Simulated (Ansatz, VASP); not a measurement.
## Two plane-wave programs on Al3GaN4

Contents of POSCAR:

```
Al3GaN4
1.0
    5.2899863097      0.0000000000      0.0000609631
    0.0000000000      3.2811962670      0.0000000000
   -0.0034552792      0.0000000000      5.4103929785
Al Ga N
3 1 4
Direct
    0.5002216619      0.5000000000      0.1672550744
    0.0006683707      0.5000000000      0.8349019373
    0.0010043252      0.0000000000      0.3316444639
    0.4994946877      0.0000000000      0.6662044643
    0.1107069788      0.0000000000      0.6663170124
    0.1226755896      0.5000000000      0.1671322917
    0.6254135998      0.5000000000      0.8406810066
    0.6234137862      0.0000000000      0.3258647496
```

INCAR.step1

```
SYSTEM = Al3GaN4
ALGO     = Normal         ! electronic algorithm
EDIFF    = 1E-4           ! SCF threshold, eV
ENCUT    = 520            ! plane-wave cutoff, eV
GGA      = PE             ! functional
ISMEAR   = 0              ! smearing method
LASPH    = .True.         ! aspherical terms in the spheres
LCHARG   = .False.        ! write CHGCAR
LREAL    = .False.        ! projectors in reciprocal space
LWAVE    = .True.         ! write WAVECAR
NBANDS   = 31             ! bands
NELM     = 100            ! most SCF steps
PREC     = Accurate       ! precision mode
SIGMA    = 0.05           ! smearing width, eV
```

INCAR.step2

```
SYSTEM = Al3GaN4
ALGO     = Normal         ! electronic algorithm
EDIFF    = 1E-6           ! SCF threshold, eV
ENCUT    = 520            ! plane-wave cutoff, eV
ISIF     = 2              ! what is computed and relaxed
ISMEAR   = 0              ! smearing method
ISTART   = 1            
LASPH    = .True.         ! aspherical terms in the spheres
LCHARG   = .False.        ! write CHGCAR
LMIXTAU  = .True.       
LREAL    = .False.        ! projectors in reciprocal space
LWAVE    = .False.        ! write WAVECAR
METAGGA  = R2SCAN         ! meta-GGA
NBANDS   = 31             ! bands
NELM     = 100            ! most SCF steps
PREC     = Accurate       ! precision mode
SIGMA    = 0.05           ! smearing width, eV
```

The input KPOINTS:

```
k-points
0
Gamma
  6 8 4
  0 0 0
```

Input for Ansatz:

```yaml
crystal:
  lattice:
    - [5.2899863097, 0.0, 6.09631e-05]
    - [0.0, 3.281196267, 0.0]
    - [-0.0034552792, 0.0, 5.4103929785]
  atoms:
    - { symbol: Al, position: [0.5002216619, 0.5, 0.1672550744] }
    - { symbol: Al, position: [0.0006683707, 0.5, 0.8349019373] }
    - { symbol: Al, position: [0.0010043252, 0.0, 0.3316444639] }
    - { symbol: Ga, position: [0.4994946877, 0.0, 0.6662044643] }
    - { symbol: "N", position: [0.1107069788, 0.0, 0.6663170124] }
    - { symbol: "N", position: [0.1226755896, 0.5, 0.1671322917] }
    - { symbol: "N", position: [0.6254135998, 0.5, 0.8406810066] }
    - { symbol: "N", position: [0.6234137862, 0.0, 0.3258647496] }
basis:
  ecutwfc: 500
kpoints:
  mp_grid: { grid: [6, 8, 4] }
hamiltonian:
  xc: r2scan
scf:
  occupations: { method: gaussian, width: 0.05 }
output:
  forces: true
  stress: true
  eigenvalues: true
```

Change from the starting cell: strain +0.050 along x and y, +0.000 along z, atoms carried along.

Alike in both runs: task single point; functional r2SCAN; k mesh 6 × 8 × 4; occupations gaussian, width 0.05 eV; no spin polarisation.

|  | VASP | Ansatz |
| --- | --- | --- |
| version | VASP 6.6.1 | Ansatz 0.2.0 |
| potentials or method | VASP PAW PBE potentials, release 64 (Al, Ga_d, N), cutoff 520 eV | scalar-relativistic, plane waves, PAW |
| valence electrons in the cell | 42 | 42 |

```tsv
	VASP	Ansatz	Ansatz less VASP
gap on the k mesh at the Fermi level (eV)	3.26	3.24	-0.017
least direct gap on the mesh (eV)	3.26	3.24	-0.017
pressure (GPa)	-16.3	-16.2	+0.07
traceless stress, the component that is largest in VASP (GPa)	9.55	9.46	-0.099
rms of the force components (eV/Å)	0.210	0.203	-0.0075
```

VASP's potentials were made for PBE, not for r2SCAN. Atom by atom the forces differ by 0.025 eV/Å (rms over components).
